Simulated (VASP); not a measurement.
# HfC4 in VASP: further runs

Runs on HfC4. Level: PBE. Tasks: single point.

All numbers are computed with VASP 6.6.1; they aren't measurements. Logs are shortened: lines on timing, memory, paths and dates and some standing lists are left out, and cuts for length are marked.

**1. The cell of the first run**

The structure is trigonal, space group P-3m1 (No. 164). The conventional cell has a = 4.321 Å, b = 4.321 Å, c = 10.232 Å, α = 90.00°, β = 90.00°, γ = 120.00°. Within 3.3 Å of Hf (site symmetry -3m) lie 12 C at 2.49 Å. Within 3.3 Å of Hf (site symmetry 3m) lie 6 C at 2.49 Å and 3 Hf at 3.26 Å. C (site symmetry 1) has 3 C at 1.44 to 1.45 Å within 1.9 Å.

**2. Single point, PBE**

Contents of INCAR:

```
SYSTEM = HfC4
PREC = Accurate ; ENCUT = 520
EDIFF = 1E-6 ; ISMEAR = 0
SIGMA = 0.1 ; LREAL = Auto
LASPH = .TRUE. ; NELM = 100
ALGO = Normal ; ISIF = 2
LWAVE = .FALSE. ; LCHARG = .FALSE.
GGA = PE ; NBANDS = 52
```

Contents of KPOINTS:

```
regular mesh
0
G
  12 12 4
  0 0 0
```

Contents of POSCAR:

```
HfC4
1.0
    4.3212815155      0.0000000000      0.0000000000
   -2.1606407578      3.7423395694      0.0000000000
    0.0000000000      0.0000000000     10.2324365915
Hf C
3 12
Direct
    0.0000000000      0.0000000000      0.0000000000
    0.3333333333      0.6666666667      0.3975945208
    0.6666666667      0.3333333333      0.6024054792
    0.6663072136      0.6670669189      0.8012396669
    0.0007597053      0.6670669189      0.8012396669
    0.0007597053      0.3336927864      0.8012396669
    0.3329330811      0.3336927864      0.8012396669
    0.3329330811      0.9992402947      0.8012396669
    0.6663072136      0.9992402947      0.8012396669
    0.6670669189      0.6663072136      0.1987603331
    0.9992402947      0.6663072136      0.1987603331
    0.3336927864      0.3329330811      0.1987603331
    0.9992402947      0.3329330811      0.1987603331
    0.3336927864      0.0007597053      0.1987603331
    0.6670669189      0.0007597053      0.1987603331
```

Potentials or basis: VASP PAW PBE potentials, release 64 (Hf_pv, C).

On the command line:

```console
cat potpaw_PBE.64/Hf_pv/POTCAR potpaw_PBE.64/C/POTCAR > POTCAR
mpirun -np 1 vasp_std > vasp.out
```

OUTCAR:

```text
SYSTEM = HfC4
   PREC = Accurate
   ENCUT = 520
   EDIFF = 1E-6
   ISMEAR = 0
   LREAL = Auto
   LASPH = .TRUE.
   NELM = 100
   ISIF = 2
   GGA = PE

 ion  position               nearest neighbor table
   1  0.000  0.000  0.000-   9 2.49  14 2.49   8 2.49  15 2.49   4 2.49  12 2.49  10 2.49   7 2.49
                             5 2.49  13 2.49   6 2.49  11 2.49
   2  0.333  0.667  0.398-  11 2.49  14 2.49  13 2.49  15 2.49  10 2.49  12 2.49   3 3.26   3 3.26
                             3 3.26
   3  0.667  0.333  0.602-   6 2.49   9 2.49   5 2.49   8 2.49   7 2.49   4 2.49   2 3.26   2 3.26
                             2 3.26
   4  0.666  0.667  0.801-   9 1.44   7 1.44   5 1.45   1 2.49   3 2.49
   5  0.001  0.667  0.801-   8 1.44   6 1.44   4 1.45   1 2.49   3 2.49
   6  0.001  0.334  0.801-   7 1.44   5 1.44   9 1.45   1 2.49   3 2.49
   7  0.333  0.334  0.801-   6 1.44   4 1.44   8 1.45   1 2.49   3 2.49
   8  0.333  0.999  0.801-   5 1.44   9 1.44   7 1.45   1 2.49   3 2.49
   9  0.666  0.999  0.801-   4 1.44   8 1.44   6 1.45   1 2.49   3 2.49
  10  0.667  0.666  0.199-  11 1.44  12 1.44  15 1.45   1 2.49   2 2.49
  11  0.999  0.666  0.199-  10 1.44  13 1.44  14 1.45   1 2.49   2 2.49
  12  0.334  0.333  0.199-  14 1.44  10 1.44  13 1.45   1 2.49   2 2.49
  13  0.999  0.333  0.199-  15 1.44  11 1.44  12 1.45   1 2.49   2 2.49
  14  0.334  0.001  0.199-  12 1.44  15 1.44  11 1.45   1 2.49   2 2.49
  15  0.667  0.001  0.199-  13 1.44  14 1.44  10 1.45   1 2.49   2 2.49

  LATTYP: Found a hexagonal cell.
 ALAT       =     4.3212815155
 C/A-ratio  =     2.3679171456

  Lattice vectors:

 A1 = (   4.3212815155,   0.0000000000,   0.0000000000)
 A2 = (  -2.1606407578,   3.7423395694,   0.0000000000)
 A3 = (   0.0000000000,   0.0000000000,  10.2324365915)

Analysis of symmetry for initial positions (statically):
=====================================================================
 Subroutine PRICEL returns:
 Original cell was already a primitive cell.

 Routine SETGRP: Setting up the symmetry group for a
 hexagonal supercell.

 Subroutine GETGRP returns: Found 12 space group operations
 (whereof 12 operations were pure point group operations)
 out of a pool of 24 trial point group operations.

The static configuration has the point symmetry D_3d.

Analysis of symmetry for dynamics (positions and initial velocities):
=====================================================================
 Subroutine PRICEL returns:
 Original cell was already a primitive cell.

 Routine SETGRP: Setting up the symmetry group for a
 hexagonal supercell.

 Subroutine GETGRP returns: Found 12 space group operations
 (whereof 12 operations were pure point group operations)
 out of a pool of 24 trial point group operations.

The dynamic configuration has the point symmetry D_3d.

 Subroutine INISYM returns: Found 12 space group operations
 (whereof 12 operations are pure point group operations),
 and found     1 'primitive' translations

----------------------------------------------------------------------------------------

                                     Primitive cell

  volume of cell :     165.4759

  direct lattice vectors                    reciprocal lattice vectors
     4.321281515  0.000000000  0.000000000     0.231412834  0.133606262  0.000000000
    -2.160640758  3.742339569  0.000000000     0.000000000  0.267212523  0.000000000
     0.000000000  0.000000000 10.232436592     0.000000000  0.000000000  0.097728434

  length of vectors
     4.321281515  4.321281516 10.232436592     0.267212523  0.267212523  0.097728434

  position of ions in fractional coordinates (direct lattice)
     0.000000000  0.000000000  0.000000000
     0.333333333  0.666666667  0.397594521
     0.666666667  0.333333333  0.602405479
     0.666307214  0.667066919  0.801239667
     0.000759705  0.667066919  0.801239667
     0.000759705  0.333692786  0.801239667
     0.332933081  0.333692786  0.801239667
     0.332933081  0.999240295  0.801239667
     0.666307214  0.999240295  0.801239667
     0.667066919  0.666307214  0.198760333
     0.999240295  0.666307214  0.198760333
     0.333692786  0.332933081  0.198760333
     0.999240295  0.332933081  0.198760333
     0.333692786  0.000759705  0.198760333
     0.667066919  0.000759705  0.198760333

  ion indices of the primitive-cell ions
   primitive index   ion index
                 1           1
                 2           2
                 3           3
                 4           4
                 5           5
                 6           6
                 7           7
                 8           8
                 9           9
                10          10
                11          11
                12          12
                13          13
                14          14
                15          15

----------------------------------------------------------------------------------------

 KPOINTS: regular mesh

Automatic generation of k-mesh.
 Grid dimensions read from file:
 generate k-points for:   12   12    4

 Generating k-lattice:

  Cartesian coordinates                     Fractional coordinates (reciprocal lattice)
     0.019284403  0.011133855  0.000000000     0.083333333  0.000000000  0.000000000
     0.000000000  0.022267710  0.000000000     0.000000000  0.083333333  0.000000000
     0.000000000  0.000000000  0.024432108     0.000000000  0.000000000  0.250000000

  Length of vectors
     0.022267710  0.022267710  0.024432108

  Shift w.r.t. Gamma in fractional coordinates (k-lattice)
     0.000000000  0.000000000  0.000000000

 Subroutine IBZKPT returns following result:
 ===========================================

 Found     69 irreducible k-points:

 Following reciprocal coordinates:
            Coordinates               Weight
  0.000000  0.000000  0.000000      1.000000
  0.083333 -0.000000  0.000000      6.000000
  0.166667  0.000000  0.000000      6.000000
  0.250000  0.000000  0.000000      6.000000
  0.333333  0.000000  0.000000      6.000000
  0.416667  0.000000  0.000000      6.000000
[... 16 lines left out ...]
  0.166667  0.000000  0.250000      6.000000
  0.000000  0.166667  0.250000      6.000000
 [... further k-points ...]
   k-points           NKPTS =     69   k-points in BZ     NKDIM =     69   number of bands    NBANDS=     52
   number of dos      NEDOS =    301   number of ions     NIONS =     15
   total plane-waves  NPLWV =  81920
   dimension x,y,z NGX =    32 NGY =   32 NGZ =   80
   dimension x,y,z NGXF=    64 NGYF=   64 NGZF=  160
   ions per type =               3  12
   NGX,Y,Z   is equivalent  to a cutoff of  12.31, 12.31, 13.00 a.u.
   NGXF,Y,Z  is equivalent  to a cutoff of  24.62, 24.62, 26.00 a.u.
 SYSTEM =  HfC4
   PREC   = accura    normal or accurate (medium, high low for compatibility)
   ISTART =      0    job   : 0-new  1-cont  2-samecut
   ICHARG =      2    charge: 1-file 2-atom 10-const
   ISPIN  =      1    spin polarized calculation?
   LNONCOLLINEAR =      F non collinear calculations
   LSORBIT =      F    spin-orbit coupling
   LASPH  =      T    aspherical Exc in radial PAW
   ENCUT  =  520.0 eV  38.22 Ry    6.18 a.u.   8.03  8.03 19.03*2*pi/ulx,y,z
   NELM   =    100;   NELMIN=  2; NELMDL= -5     # of ELM steps
   EDIFF  = 0.1E-05   stopping-criterion for ELM
   LREAL  =      T    real-space projection
   EDIFFG = 0.1E-04   stopping-criterion for IOM
   NSW    =      0    number of steps for IOM
   IBRION =     -1    ionic relax: 0-MD 1-quasi-New 2-CG
   NFREE  =      0    steps in history (QN), initial steepest desc. (CG)
   ISIF   =      2    stress and relaxation
   ISYM   =      2    0-nonsym 1-usesym 2-fastsym
   POTIM  = 0.5000    time-step for ionic-motion
   TEBEG  =    0.0;   TEEND  =   0.0 temperature during run
   PSTRESS=    0.0 pullay stress
   NELECT =      78.0000    total number of electrons
   NUPDOWN=      -1.0000    fix difference up-down
   EMIN   =  10.00;   EMAX   =-10.00  energy-range for DOS
   EFERMI =   0.00;   METHOD = LEGACY
   ISMEAR =     0;   SIGMA  =   0.10  broadening in eV -4-tet -1-fermi 0-gaus
   EFERMI_NEDOS =   21; number of points for ismear=-14 and -15
   IALGO  =     38    algorithm
   IMIX   =      4    mixing-type and parameters
     AMIX     =   0.40;   BMIX     =  1.00
     AMIX_MAG =   1.60;   BMIX_MAG =  1.00
  volume/ion in A,a.u.               =      11.03        74.45
  Fermi-wavevector in a.u.,A,eV,Ry     =   1.274074  2.407651 22.085866  1.623265
  Thomas-Fermi vector in A             =   2.406862
   LORBIT       =      0    0 simple, 1 ext, 2 COOP (PROOUT), +10 PAW based schemes
   GGA     = PE    functional components
   LHFCALC =     F    Hartree Fock is set to
   AEXX    =    0.0000 exact exchange contribution
   IVDW    =     0    specifies the selected vdW correction
   LEPSILON=     F    determine dielectric tensor
   LRPA    =     F    only Hartree local field effects (RPA)
 non-spin polarized calculation
 Gauss-broadening in eV      SIGMA  =   0.10
  energy-cutoff  :      520.00
  volume of cell :      165.48
 maximum number of plane-waves:      4476
   NGX = 17   NGY = 17   NGZ = 39

 number of electron      78.0000001 magnetization

 Free energy of the ion-electron system (eV)
  ---------------------------------------------------
  ext. energy  EPLUGINS =         0.00000000
  ---------------------------------------------------
  free energy    TOTEN  =      -135.50286338 eV

  energy without entropy =     -135.47875947  energy(sigma->0) =     -135.49081143

 E-fermi :   6.3272     XC(G=0): -11.0079

 val. band max:        6.3195329603   @ k =   0.2500   0.0000   0.5000
 cond. band min:       6.3320223843   @ k =   0.3333   0.0833   0.5000
 fundamental gap:      0.0124894240
 Fermi energy:         6.3271948162

 k-point     1 :       0.0000    0.0000    0.0000
  band No.  band energies     occupation
      1     -26.0374      2.00000
      2     -25.7122      2.00000
      3     -25.6245      2.00000
      4     -25.6245      2.00000
      5     -25.5866      2.00000
      6     -25.5866      2.00000
[... 43 lines left out ...]
     50      10.3363      0.00000
     51      10.7864      0.00000

 k-point     2 :       0.0833   -0.0000    0.0000
  band No.  band energies     occupation
      1     -26.0368      2.00000
      2     -25.7113      2.00000
      3     -25.6260      2.00000
      4     -25.6249      2.00000
      5     -25.5990      2.00000
      6     -25.5880      2.00000
[... 43 lines left out ...]
     50      10.2270      0.00000
     51      10.8821      0.00000

 k-point     3 :       0.1667    0.0000    0.0000
  band No.  band energies     occupation
      1     -26.0353      2.00000
      2     -25.7089      2.00000
      3     -25.6300      2.00000
      4     -25.6261      2.00000
      5     -25.6192      2.00000
      6     -25.5917      2.00000
[... 43 lines left out ...]
     50      10.0179      0.00000
     51      10.6559      0.00000
[... 1027 lines left out ...]
 k-point    23 :       0.1667    0.0000    0.2500
  band No.  band energies     occupation
      1     -26.0354      2.00000
      2     -25.7083      2.00000
      3     -25.6303      2.00000
      4     -25.6261      2.00000
      5     -25.6192      2.00000
      6     -25.5916      2.00000
[... 43 lines left out ...]
     50       9.9938      0.00000
     51      10.5188      0.00000

 k-point    24 :       0.0000    0.1667    0.2500
  band No.  band energies     occupation
      1     -26.0354      2.00000
      2     -25.7083      2.00000
      3     -25.6304      2.00000
      4     -25.6260      2.00000
      5     -25.6194      2.00000
      6     -25.5917      2.00000
[... 43 lines left out ...]
     50      10.2089      0.00000
     51      10.6180      0.00000

 [... further k-points ...]

 [bands above 51 left out]

------------------------ aborting loop because EDIFF is reached ----------------------------------------

  FORCE on cell =-STRESS in cart. coord.  units (eV):
  Direction    XX          YY          ZZ          XY          YZ          ZX
  --------------------------------------------------------------------------------------
  -------------------------------------------------------------------------------------
  Total        0.1100105      0.1100105     -1.1111793     -0.0000000      0.0000000      0.0000000
  in kB        1.0651483      1.0651483    -10.7587026     -0.0000000      0.0000000      0.0000000
  external PRESSURE =      -2.8761353 kB  Pullay stress =       0.0000000 kB

 VOLUME and BASIS-vectors are now :
 -----------------------------------------------------------------------------
  energy-cutoff  :      520.00
  volume of cell :      165.48
      direct lattice vectors                 reciprocal lattice vectors
     4.321281515  0.000000000  0.000000000     0.231412834  0.133606262  0.000000000
    -2.160640758  3.742339569  0.000000000     0.000000000  0.267212523  0.000000000
     0.000000000  0.000000000 10.232436592     0.000000000  0.000000000  0.097728434

 POSITION                                       TOTAL-FORCE (eV/Angst)
 -----------------------------------------------------------------------------------
      0.00000      0.00000      0.00000        -0.000000     -0.000000      0.000000
     -0.00000      2.49489      4.06836        -0.000000     -0.000000     -0.107082
      2.16064      1.24745      6.16408         0.000000     -0.000000      0.107082
      1.43801      2.49639      8.19863         0.010112      0.007161     -0.002560
     -1.43801      2.49639      8.19863        -0.010112      0.007161     -0.002560
     -0.71771      1.24879      8.19863         0.001145     -0.012337     -0.002560
      0.71771      1.24879      8.19863        -0.001145     -0.012337     -0.002560
     -0.72030      3.73950      8.19863        -0.011257      0.005177     -0.002560
      0.72030      3.73950      8.19863         0.011257      0.005177     -0.002560
      1.44293      2.49355      2.03380         0.001145      0.012337      0.002560
      2.87835      2.49355      2.03380        -0.001145      0.012337      0.002560
      0.72263      1.24595      2.03380        -0.010112     -0.007161      0.002560
      3.59865      1.24595      2.03380         0.010112     -0.007161      0.002560
      1.44034      0.00284      2.03380        -0.011257     -0.005177      0.002560
      2.88094      0.00284      2.03380         0.011257     -0.005177      0.002560
 -----------------------------------------------------------------------------------
    total drift:                               -0.000000      0.000000      0.000000

  FREE ENERGIE OF THE ION-ELECTRON SYSTEM (eV)
  ---------------------------------------------------
  free  energy   TOTEN  =      -135.5028633788 eV

  energy  without entropy=     -135.4787594718  energy(sigma->0) =     -135.49081143
```

Run time: 13 min. Hardware: 1 thread of Intel Xeon Platinum 8488C (Sapphire Rapids), shared host; peak memory 0.49 GiB.

Results:

```yaml
Free_energy: -135.5029 eV
Pressure: -0.3 GPa
Largest_force: 0.107 eV/Å
Band_gap_on_the_k_mesh: zero (band 39 reaches 6.97 eV, above the bottom of band 40 at 5.15 eV)
```

Forces in eV/Å, atoms in the order of the input:
```
Hf   0.000  0.000  0.000
Hf   0.000  0.000 -0.107
Hf   0.000  0.000  0.107
C    0.010  0.007 -0.003
C   -0.010  0.007 -0.003
C    0.001 -0.012 -0.003
C   -0.001 -0.012 -0.003
C   -0.011  0.005 -0.003
C    0.011  0.005 -0.003
C    0.001  0.012  0.003
C   -0.001  0.012  0.003
C   -0.010 -0.007  0.003
C    0.010 -0.007  0.003
C   -0.011 -0.005  0.003
C    0.011 -0.005  0.003
```

Caveat: spin-orbit coupling is left out, which moves the levels of the heavy elements.

**3. Single point, PBE**

Contents of INCAR:

```
SYSTEM = HfC4
PREC = Accurate ; ENCUT = 520
EDIFF = 1E-7 ; ISMEAR = 0
SIGMA = 0.2 ; LREAL = Auto
LASPH = .TRUE. ; NELM = 80
ALGO = Normal ; ISIF = 2
LWAVE = .FALSE. ; LCHARG = .FALSE.
GGA = PE ; NBANDS = 52
```

Contents of KPOINTS:

```
Automatic mesh
0
G
  6 6 2
  0 0 0
```

Contents of POSCAR:

```
HfC4
1.0
    4.3231041632      0.0001158920     -0.0011591182
   -2.1614513460      3.7441026974      0.0001950813
   -0.0028108551     -0.0010669030     10.2188085871
Hf C
3 12
Direct
   -0.0000291443     -0.0000843190      0.0000769121
    0.3334276607      0.6668789927      0.3967405548
    0.6665281935      0.3331626724      0.6032446283
    0.6662754691      0.6669193325      0.8014204245
    0.0006871362      0.6669006007      0.8012533848
    0.0006903693      0.3335140528      0.8013666067
    0.3328612129      0.3334920103      0.8013633971
    0.3328809890      0.9991129655      0.8013164101
    0.6662827746      0.9991109289      0.8012859055
    0.6671323292      0.6664971848      0.1986561072
    0.9993280098      0.6664965516      0.1986901266
    0.3337483732      0.3331054305      0.1987284807
    0.9993160576      0.3330921258      0.1985554125
    0.3337441123      0.0009062778      0.1985920523
    0.6671264568      0.0008951928      0.1987095966
```

Potentials or basis: VASP PAW PBE potentials, release 64 (Hf_pv, C).

On the command line:

```console
cat potpaw_PBE.64/Hf_pv/POTCAR potpaw_PBE.64/C/POTCAR > POTCAR
mpirun -np 1 vasp_std > vasp.out
```

It took 4.6 min on 1 thread of Intel Xeon 6975P-C (Granite Rapids), shared host; peak memory 0.38 GiB.

It converged, with:

- Free energy: -135.5441 eV
- Pressure: -0.3 GPa
- Largest force: 0.131 eV/Å
- Band gap on the k mesh: zero (band 39 reaches 6.87 eV, above the bottom of band 40 at 5.17 eV)

Forces in eV/Å, atoms in the order of the input:
```
Hf   0.001  0.001 -0.009
Hf   0.000 -0.002 -0.129
Hf   0.000  0.001  0.131
C    0.012  0.003 -0.003
C   -0.015  0.010  0.003
C    0.000 -0.016 -0.002
C    0.002 -0.010 -0.002
C   -0.014  0.006  0.000
C    0.011  0.008  0.001
C    0.000  0.015  0.002
C   -0.001  0.014  0.002
C   -0.014 -0.007  0.000
C    0.015 -0.010  0.004
C   -0.015 -0.005  0.004
C    0.017 -0.006 -0.003
```

Stress tensor (GPa, compression positive):
```
 0.10 -0.02  0.03
-0.02  0.07  0.00
 0.03  0.00 -1.03
```

Levels at points of the mesh, in eV from the Fermi level:
| k point | band 34 | band 35 | band 36 | band 37 | band 38 | band 39 | band 40 | band 41 | band 42 | band 43 |
| --- | --- | --- | --- | --- | --- | --- | --- | --- | --- | --- |
| (0.00, 0.00, 0.00) | -3.33 | -2.99 | -2.99 | -2.71 | -2.71 | -1.34 | -1.10 | 0.48 | 0.48 | 1.06 |
| (0.50, 0.00, 0.00) | -2.81 | -1.73 | -1.35 | -0.92 | -0.37 | 0.38 | 0.73 | 0.84 | 1.20 | 1.32 |
| (0.00, 0.50, 0.00) | -2.81 | -1.73 | -1.35 | -0.92 | -0.37 | 0.38 | 0.72 | 0.84 | 1.20 | 1.32 |
| (0.50, 0.50, 0.00) | -2.81 | -1.73 | -1.35 | -0.91 | -0.37 | 0.38 | 0.72 | 0.84 | 1.20 | 1.32 |
| (0.00, 0.00, 0.50) | -3.42 | -3.19 | -3.19 | -2.56 | -2.56 | -2.00 | -0.68 | 0.44 | 0.44 | 0.89 |
| (0.50, 0.00, 0.50) | -2.56 | -2.00 | -1.55 | -1.29 | 0.09 | 0.60 | 0.79 | 0.97 | 1.17 | 1.29 |
| (0.00, 0.50, 0.50) | -2.56 | -1.99 | -1.55 | -1.30 | 0.09 | 0.60 | 0.79 | 0.97 | 1.17 | 1.29 |
| (0.50, 0.50, 0.50) | -2.56 | -2.00 | -1.55 | -1.30 | 0.09 | 0.60 | 0.79 | 0.96 | 1.17 | 1.29 |

Caveat: spin-orbit coupling is left out, which moves the levels of the heavy elements.
